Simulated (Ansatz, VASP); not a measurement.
# CdSe in VASP and in Ansatz

Contents of INCAR:

```
SYSTEM = CdSe
  ALGO = Normal
  EDIFF = 1E-6
  ENCUT = 520
  GGA = PE
  ISIF = 2
  ISMEAR = 0
  LASPH = .True.
  LCHARG = .True.
  LELF = .True.
  LREAL = .False.
  LVHAR = .True.
  LWAVE = .False.
  NBANDS = 16
  NELM = 60
  PREC = Accurate
  SIGMA = 0.05
```

Contents of KPOINTS:

```
k-points
0
Gamma
  10 10 10
  0 0 0
```

POSCAR

```
CdSe
1.0
   -0.1135568978      2.7885732062      3.0984146735
    3.0984146735     -0.1135568978      3.0984146735
    2.9848577757      2.6750163084      0.0000000000
Cd Se
1 1
Direct
    0.0000000000      0.0000000000      0.0000000000
    0.7500000000      0.7500000000      0.7500000000
```

Input for Ansatz:

```yaml
crystal:
  lattice:
    - [-0.1135568978, 2.7885732062, 3.0984146735]
    - [3.0984146735, -0.1135568978, 3.0984146735]
    - [2.9848577757, 2.6750163084, 0.0]
  atoms:
    - { symbol: Cd, position: [0.0, 0.0, 0.0] }
    - { symbol: Se, position: [0.75, 0.75, 0.75] }
basis:
  ecutwfc: 420
kpoints:
  mp_grid: { grid: [10, 10, 10] }
hamiltonian:
  xc: pbe
scf:
  occupations: { method: gaussian, width: 0.05 }
output:
  forces: true
  stress: true
  eigenvalues: true
```

Change from the starting cell: engineering shear strain xz -0.0733, normal strain along z -0.1000.

Alike in both runs: task single point; functional PBE; k mesh 10 × 10 × 10; occupations gaussian, width 0.05 eV; no spin polarisation.

|  | VASP | Ansatz |
| --- | --- | --- |
| version | VASP 6.6.1 | Ansatz 0.2.0 |
| potentials or method | VASP PAW PBE potentials, release 64 (Cd, Se), cutoff 520 eV | scalar-relativistic, plane waves, PAW |
| valence electrons in the cell | 18 | 36 |

Ansatz gave:

```
gap on the k mesh at the Fermi level (eV)                     : 0.43
least direct gap on the mesh (eV)                             : 0.43
pressure (GPa)                                                : 6.2
traceless stress, the component that is largest in VASP (GPa) : 4.33
rms of the force components (eV/Å)                            : 0.395
```

Question: Which values does VASP return?

Answer: gap on the k mesh at the Fermi level (eV): 0.43; least direct gap on the mesh (eV): 0.43; pressure (GPa): 6.6; traceless stress, the component that is largest in VASP (GPa): 4.43; rms of the force components (eV/Å): 0.410.

Atom by atom the forces differ by 0.014 eV/Å (rms over components). With one functional, cell and mesh, what is left measures potentials, basis and numerics. VASP's potentials hold 18 valence electrons a cell and Ansatz's 36, so a difference there can come from the potentials and not from the codes.
